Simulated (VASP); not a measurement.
# W (I4/mmm) in VASP: notebook, part 2 of 2

VASP 6.6.1. Earlier steps stand in the parts before.

**3. Single point, PBEsol (strain -0.015 along x and y, -0.030 along z)**

Input file INCAR:

```
SYSTEM = W
ALGO     = Fast           ! electronic algorithm
EDIFF    = 1E-6           ! SCF threshold, eV
ENCUT    = 520            ! plane-wave cutoff, eV
GGA      = PS             ! functional
ISIF     = 2              ! what is computed and relaxed
ISMEAR   = 0              ! smearing method
LASPH    = .TRUE.         ! aspherical terms in the spheres
LCHARG   = .FALSE.        ! write CHGCAR
LREAL    = .FALSE.        ! projectors in reciprocal space
LWAVE    = .FALSE.        ! write WAVECAR
NBANDS   = 13             ! bands
NELM     = 80             ! most SCF steps
PREC     = Accurate       ! precision mode
SIGMA    = 0.15           ! smearing width, eV
```

Input file KPOINTS:

```
k-points
0
G
  26 26 26
  0 0 0
```

Input file POSCAR:

```
W
1.0
   -1.5535224363      1.5535224363      1.5298647342
    1.5535224363     -1.5535224363      1.5298647342
    1.5535224363      1.5535224363     -1.5298647342
W
1
Direct
    0.0000000000      0.0000000000      0.0000000000
```

Potentials or basis: VASP PAW PBE potentials, release 64 (W_sv).

Run with:

```
$ cat potpaw_PBE.64/W_sv/POTCAR > POTCAR
$ mpirun -np 1 vasp_std > vasp.out
```

OUTCAR:

```text
SYSTEM = W
   EDIFF = 1E-6
   ENCUT = 520
   GGA = PS
   ISIF = 2
   ISMEAR = 0
   LASPH = .TRUE.
   LREAL = .FALSE.
   NELM = 80
   PREC = Accurate

 ion  position               nearest neighbor table
   1  0.000  0.000  0.000-

  LATTYP: Found a body centered tetragonal cell.
 ALAT       =     3.1070448726
 C/A-ratio  =     0.9847715736

  Lattice vectors:

 A1 = (  -1.5535224363,   1.5535224363,   1.5298647342)
 A2 = (   1.5535224363,  -1.5535224363,   1.5298647342)
 A3 = (   1.5535224363,   1.5535224363,  -1.5298647342)

Analysis of symmetry for initial positions (statically):
=====================================================================
 Subroutine PRICEL returns:
 Original cell was already a primitive cell.

 Routine SETGRP: Setting up the symmetry group for a
 body centered tetragonal supercell.

 Subroutine GETGRP returns: Found 16 space group operations
 (whereof 16 operations were pure point group operations)
 out of a pool of 16 trial point group operations.

The static configuration has the point symmetry D_4h.

Analysis of symmetry for dynamics (positions and initial velocities):
[... 168 lines left out ...]
      2     -25.1770      2.00000
      3     -25.1770      2.00000
      4     -25.1693      2.00000
      5       2.2860      2.00000
      6      10.8147      2.00000
      7      11.0394      2.00000
      8      11.0394      2.00000
      9      14.5720      0.00000
     10      14.8809      0.00000
     11      26.9197      0.00000
     12      26.9197      0.00000
     13      27.2330      0.00000
[... 354 lines left out ...]
  band No.  band energies     occupation
      1     -61.5674      2.00000
      2     -26.6638      2.00000
      3     -25.6669      2.00000
      4     -25.2027      2.00000
      5       5.6879      2.00000
      6       8.5118      2.00000
      7      11.9876      1.99935
      8      14.7885      0.00000
      9      15.6818      0.00000
     10      17.9436      0.00000
     11      24.8234      0.00000
     12      25.7799      0.00000
     13      31.7751      0.00000

 [... further k-points ...]

------------------------ aborting loop because EDIFF is reached ----------------------------------------

  FORCE on cell =-STRESS in cart. coord.  units (eV):
  Direction    XX          YY          ZZ          XY          YZ          ZX
  --------------------------------------------------------------------------------------
  -------------------------------------------------------------------------------------
  Total        1.9545424      1.9545424      2.5142976      0.0000000      0.0000000      0.0000000
  in kB      212.0350207    212.0350207    272.7590606      0.0000000      0.0000000      0.0000000
  external PRESSURE =     232.2763673 kB  Pullay stress =       0.0000000 kB

 VOLUME and BASIS-vectors are now :
 -----------------------------------------------------------------------------
  energy-cutoff  :      520.00
  volume of cell :       14.77
      direct lattice vectors                 reciprocal lattice vectors
    -1.553522436  1.553522436  1.529864734     0.000000000  0.321849230  0.326826280
     1.553522436 -1.553522436  1.529864734     0.321849230  0.000000000  0.326826280
     1.553522436  1.553522436 -1.529864734     0.321849230  0.321849230  0.000000000

 POSITION                                       TOTAL-FORCE (eV/Angst)
 -----------------------------------------------------------------------------------
      0.00000      0.00000      0.00000         0.000000      0.000000     -0.000000
 -----------------------------------------------------------------------------------
    total drift:                                0.000000     -0.000000      0.000000

  FREE ENERGIE OF THE ION-ELECTRON SYSTEM (eV)
  ---------------------------------------------------
  free  energy   TOTEN  =       -13.7393314906 eV

  energy  without entropy=      -13.7346843433  energy(sigma->0) =      -13.73700792
```

OSZICAR:

```text
N       E                     dE             d eps       ncg     rms          rms(c)
DAV:   1     0.834055637657E+02    0.83406E+02   -0.74635E+03 34841   0.124E+03
DAV:   2    -0.127926887711E+02   -0.96198E+02   -0.92380E+02 38755   0.319E+02
DAV:   3    -0.143664836116E+02   -0.15738E+01   -0.15694E+01 37875   0.394E+01
DAV:   4    -0.143720733436E+02   -0.55897E-02   -0.55896E-02 38690   0.260E+00
DAV:   5    -0.143721144193E+02   -0.41076E-04   -0.41075E-04 38655   0.209E-01    0.247E+01
RMM:   6    -0.138830087385E+02    0.48911E+00   -0.34725E-01 37507   0.550E+00    0.108E+01
RMM:   7    -0.137432526677E+02    0.13976E+00   -0.26909E-01 37854   0.484E+00    0.666E-01
RMM:   8    -0.137394021423E+02    0.38505E-02   -0.10593E-02 43382   0.119E+00    0.246E-01
RMM:   9    -0.137393287445E+02    0.73398E-04   -0.15931E-03 41778   0.495E-01    0.280E-02
RMM:  10    -0.137393408357E+02   -0.12091E-04   -0.21345E-04 45000   0.184E-01    0.247E-02
RMM:  11    -0.137393305091E+02    0.10327E-04   -0.66638E-05 43100   0.951E-02    0.969E-03
RMM:  12    -0.137393314227E+02   -0.91361E-06   -0.10986E-05 41666   0.411E-02    0.280E-03
RMM:  13    -0.137393314906E+02   -0.67825E-07   -0.16510E-06 30134   0.154E-02
   1 F= -.13739331E+02 E0= -.13737008E+02  d E =-.464715E-02
```

stdout:

```text
POSCAR found type information on POSCAR W
 POSCAR found :  1 types and       1 ions
 scaLAPACK will be used
 -----------------------------------------------------------------------------
|                                                                             |
|                                                                             |
|     You enforced a specific xc type in the INCAR file but a different       |
|     I HOPE YOU KNOW WHAT YOU ARE DOING!                                     |
|                                                                             |
 -----------------------------------------------------------------------------

 LDA part: xc-table for (Slater+PW92), standard interpolation
 POSCAR, INCAR and KPOINTS ok, starting setup
 FFT: planning ... GRIDC
 FFT: planning ... GRID_SOFT
 FFT: planning ... GRID
 WAVECAR not read
 entering main loop
WARNING in EDDRMM: call to ZHEGV failed, returncode =   8  4     12
WARNING in EDDRMM: call to ZHEGV failed, returncode =   6  3     12
WARNING in EDDRMM: call to ZHEGV failed, returncode =   8  4     13
```

Run time: 6.1 min. Hardware: 1 thread of Intel Xeon 8259CL, shared host; peak memory 0.3 GiB.

What came out:

```yaml
Free_energy: -13.7393 eV
Pressure: 23.2 GPa
Band_gap_on_the_k_mesh: zero (bands 7 and 8 overlap by 7.00 eV)
```

Caveat: the cell differs from its parent crystal (strain -0.015 along x and y, -0.030 along z); the stress differs along the axes, from 21 to 27 GPa; the PAW data sets were made with another functional, which shifts forces and pressure a little; spin-orbit coupling is left out, which moves the levels of the heavy elements.

**4. Single point, PBEsol (strain -0.030 along x and y, +0.015 along z)**

Input file INCAR:

```
SYSTEM = W
ALGO = Fast
EDIFF = 1E-6
ENCUT = 520
GGA = PS
ISIF = 2
ISMEAR = 0
LASPH = .TRUE.
LCHARG = .FALSE.
LREAL = .FALSE.
LWAVE = .FALSE.
NBANDS = 13
NELM = 60
PREC = Accurate
SIGMA = 0.15
```

KPOINTS is that of step 3.

Input file POSCAR:

```
W
1.0
   -1.5298647342      1.5298647342      1.6008378405
    1.5298647342     -1.5298647342      1.6008378405
    1.5298647342      1.5298647342     -1.6008378405
W
1
Direct
    0.0000000000      0.0000000000      0.0000000000
```

Run with:

```
$ cat potpaw_PBE.64/W_sv/POTCAR > POTCAR
$ mpirun -np 1 vasp_std > vasp.out
```

Run time: 4.3 min. Hardware: 1 thread of Intel Xeon 8259CL, shared host; peak memory 0.31 GiB.

It converged, with:

| Quantity | Value |
| --- | --- |
| Free energy | -13.7462 eV |
| Pressure | 17.6 GPa |
| Band gap on the k mesh | zero (bands 7 and 8 overlap by 6.47 eV) |

Stress tensor (GPa, compression positive):
```
22.94  0.00  0.00
 0.00 22.94  0.00
 0.00  0.00  6.80
```

Levels at points of the mesh, in eV from the Fermi level:
```
           k point  band 4  band 5  band 6  band 7  band 8  band 9  band 10  band 11
(0.00, 0.00, 0.00)  -37.55   -9.98   -1.54   -1.54   -0.91    1.90     2.75    14.08
(0.50, 0.00, 0.00)  -37.56   -6.68   -3.64    0.78    1.84    3.36     6.59    11.69
(0.50, 0.50, 0.00)  -37.61   -6.69   -4.29    1.16    2.86    3.64     6.76    11.54
(0.50, 0.50, 0.50)  -38.58   -6.41   -6.26    5.44    5.66    5.66     7.89     9.12
```

Caveat: the cell differs from its parent crystal (strain -0.030 along x and y, +0.015 along z); the stress differs along the axes, from 7 to 23 GPa; the PAW data sets were made with another functional, which shifts forces and pressure a little; spin-orbit coupling is left out, which moves the levels of the heavy elements.

**5. Single point, PBEsol (strain -0.030 along x and y, +0.030 along z)**

Input file INCAR:

```
ALGO = Fast
EDIFF = 1E-6
ENCUT = 520
GGA = PS
ISIF = 2
ISMEAR = 0
LASPH = True
LCHARG = True
LELF = True
LREAL = False
LVHAR = True
LWAVE = False
NBANDS = 13
NELM = 100
PREC = Accurate
SIGMA = 0.15
```

Input file KPOINTS:

```
k-points
0
Gamma
  26 26 26
```

Input file POSCAR:

```
W
1.0
   -1.5298647342      1.5298647342      1.6244955426
    1.5298647342     -1.5298647342      1.6244955426
    1.5298647342      1.5298647342     -1.6244955426
W
1
Direct
    0.0000000000      0.0000000000      0.0000000000
```

Run with:

```
$ cat potpaw_PBE.64/W_sv/POTCAR > POTCAR
$ mpirun -np 1 vasp_std > vasp.out
```

It took 3.2 min on 1 thread of Intel Xeon 8259CL, shared host; peak memory 0.31 GiB.

It converged, with:

| Item | Value |
| --- | --- |
| Free energy | -13.7502 eV |
| Pressure | 12.2 GPa |
| Band gap on the k mesh | zero (bands 7 and 8 overlap by 6.26 eV) |

Stress tensor (GPa, compression positive):
```
18.82  0.00  0.00
 0.00 18.82  0.00
 0.00  0.00 -1.14
```

Levels at points of the mesh, in eV from the Fermi level:
| k point | band 5 | band 6 | band 7 | band 8 | band 9 | band 10 |
| --- | --- | --- | --- | --- | --- | --- |
| (0.00, 0.00, 0.00) | -9.89 | -1.55 | -1.55 | -0.74 | 1.73 | 2.82 |
| (0.50, 0.00, 0.00) | -6.58 | -3.48 | 0.69 | 1.64 | 3.36 | 6.42 |
| (0.50, 0.50, 0.00) | -6.58 | -4.32 | 1.18 | 2.99 | 3.68 | 6.65 |
| (0.50, 0.50, 0.50) | -6.30 | -6.11 | 5.30 | 5.58 | 5.58 | 7.52 |

Caveat: the cell differs from its parent crystal (strain -0.030 along x and y, +0.030 along z); the stress differs along the axes, from -1 to 19 GPa; the PAW data sets were made with another functional, which shifts forces and pressure a little; spin-orbit coupling is left out, which moves the levels of the heavy elements.

**6. Overview**

```tsv
cell	gap on the mesh (eV)	pressure (GPa)
a = 2.677 Å, angles 110.3, 110.3, 107.8°, 1 atom	none	23.4
a = 2.677 Å, angles 109.1, 109.1, 110.3°, 1 atom	none	23.2
a = 2.691 Å, angles 110.7, 110.7, 107.0°, 1 atom	none	17.6
a = 2.706 Å, angles 111.1, 111.1, 106.2°, 1 atom	none	12.2
```

Alike in all rows: task single point; level PBEsol; potentials or basis VASP PAW PBE potentials, release 64 (W_sv); no spin polarisation; k mesh 26 × 26 × 26; cutoff (eV) 520; smearing gaussian 0.15 eV.

Caveats: the PAW data sets were made with another functional, which shifts forces and pressure a little; spin-orbit coupling is left out, which moves the levels of the heavy elements; the stress differs along the axes, from 16 to 27 GPa (at least some runs); the stress differs along the axes, from 21 to 27 GPa (at least some runs); the stress differs along the axes, from 7 to 23 GPa (at least some runs); the stress differs along the axes, from -1 to 19 GPa (at least some runs).

Absolute energies hang on the potentials; compare differences alone.
